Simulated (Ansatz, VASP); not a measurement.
One calculation of Cu, two programs

File INCAR:

```
PREC     = Accurate       # precision mode
ENCUT    = 520            # plane-wave cutoff, eV
EDIFF    = 1E-7           # SCF threshold, eV
ISMEAR   = 0              # smearing method
SIGMA    = 0.15           # smearing width, eV
LREAL    = F              # projectors in reciprocal space
LASPH    = T              # aspherical terms in the spheres
NELM     = 100            # most SCF steps
ALGO     = Normal         # electronic algorithm
ISIF     = 2              # what is computed and relaxed
LWAVE    = F              # write WAVECAR
LCHARG   = T              # write CHGCAR
GGA      = PS             # functional
LELF     = T              # ELF
LVHAR    = T            
NBANDS   = 12             # bands
```

KPOINTS

```
regular mesh
0
Gamma
  22 22 22
```

Contents of POSCAR:

```
Cu
1.0
    0.0000000000      1.7713500000      1.8075000000
    1.7713500000      0.0000000000      1.8075000000
    1.7713500000      1.7713500000      0.0000000000
Cu
1
Direct
    0.0000000000      0.0000000000      0.0000000000
```

Input for Ansatz:

```yaml
crystal:
  lattice:
    - [0.0, 1.77135, 1.8075]
    - [1.77135, 0.0, 1.8075]
    - [1.77135, 1.77135, 0.0]
  atoms:
    - { symbol: Cu, position: [0.0, 0.0, 0.0] }
basis:
  ecutwfc: 420
kpoints:
  mp_grid: { grid: [22, 22, 22] }
hamiltonian:
  xc: pbesol
scf:
  occupations: { method: gaussian, width: 0.15 }
output:
  forces: true
  stress: true
  eigenvalues: true
```

Change from the starting cell: strain -0.0200 x Voigt [1, 1, 0, 0, 0, 0], atoms carried along.

Alike in both runs: task single point; functional PBEsol; k mesh 22 × 22 × 22; occupations gaussian, width 0.15 eV; no spin polarisation.

```csv
,VASP,Ansatz
version,VASP 6.6.1,Ansatz 0.2.0
potentials or method,"VASP PAW PBE potentials, release 64 (Cu), cutoff 520 eV","scalar-relativistic, plane waves, PAW"
valence electrons in the cell,11,19
```

Ansatz gave:

- gap on the k mesh at the Fermi level (eV): none
- pressure (GPa): -0.4
- traceless stress, the component that is largest in VASP (GPa): -0.94

Q: What did VASP give for the same quantities?

A: gap on the k mesh at the Fermi level (eV): none; pressure (GPa): 0.3; traceless stress, the component that is largest in VASP (GPa): -0.94.

VASP's potentials were made for PBE, not for PBEsol. A gap of «none» marks a metal or a gap that the smearing closes. VASP's potentials hold 11 valence electrons a cell and Ansatz's 19, so a difference there can come from the potentials and not from the codes.
